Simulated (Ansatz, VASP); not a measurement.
**MnS in VASP and in Ansatz**

```
Mn S
1.0
     0.00000    2.60450    2.60450
     2.60450    0.00000    2.60450
     2.60450    2.60450    0.00000
Mn S
1 1
Direct
  0.00000 0.00000 0.00000
  0.50000 0.50000 0.50000
```

Alike in both runs: task single point; functional PBE; k mesh 9 × 9 × 9; occupations fermi-dirac, width 0.05 eV; collinear spin.

|  | VASP | Ansatz |
| --- | --- | --- |
| version | VASP 6.6.1 | Ansatz 0.2.0 |
| potentials or method | VASP PAW PBE potentials, release 64 (Mn_pv, S) | Ansatz PAW |
| plane-wave cutoff (eV) | 520 | 420 |
| valence electrons in the cell | 19 | 21 |

```csv
,VASP,Ansatz,Ansatz less VASP
gap on the k mesh at the Fermi level (eV),none,none,-
pressure (GPa),-2.9,-2.9,0.00
net moment per atom (μB),2.36,2.36,-0.001
size of the moment on the site where the two differ most (μB),4.26,4.21,-0.048
```

Site moments also hang on the region over which each program counts them. A gap of «none» marks a metal or a gap that the smearing closes. VASP's potentials hold 19 valence electrons a cell and Ansatz's 21, so a difference there can come from the potentials and not from the codes.
